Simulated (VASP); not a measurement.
Runs of VASP 6.6.1 on Ta. The structure is that of space group Im-3m (No. 229), or close to it. The cells are those of the table. 

```csv
task,potentials or basis,cell,k mesh,cutoff (eV),smearing,second run,gap on the mesh (eV),pressure (GPa)
relaxation of cell and atoms,"VASP PAW LDA potentials, release 64 (Ta_pv)","relaxed from a = 2.812 Å, angles 109.5°, 1 atom",16 × 16 × 16,600,gaussian 0.1 eV,-,none,0.0
single point,"VASP PAW LDA potentials, release 64 (Ta_pv)","a = 2.819 Å, angles 109.5°, 1 atom",16 × 16 × 16,520,fermi-dirac 0.15 eV,-,none,0.9
single point,"VASP PAW LDA potentials, release 64 (Ta_pv)","a = 2.866 Å, angles 109.5°, 1 atom",8 × 8 × 8,520,gaussian 0.1 eV,-,none,-11.2
single point,"VASP PAW LDA potentials, release 64 (Ta_sv_GW)","a = 2.812 Å, angles 109.5°, 1 atom",8 × 8 × 8,500,gaussian 0.1 eV,valence_matched,none,(a)
```

Alike in all rows: level LDA; no spin polarisation.

Q: Fill in the values left out.

A: (a) -0.5.

Caveats: spin-orbit coupling is left out, which moves the levels of the heavy elements.

A k mesh can miss the band edges, and the runs leave out spin-orbit coupling on Ta.

A gap of «none» marks levels without a gap at the run's occupations.

The runs don't all hold the same shells in valence.
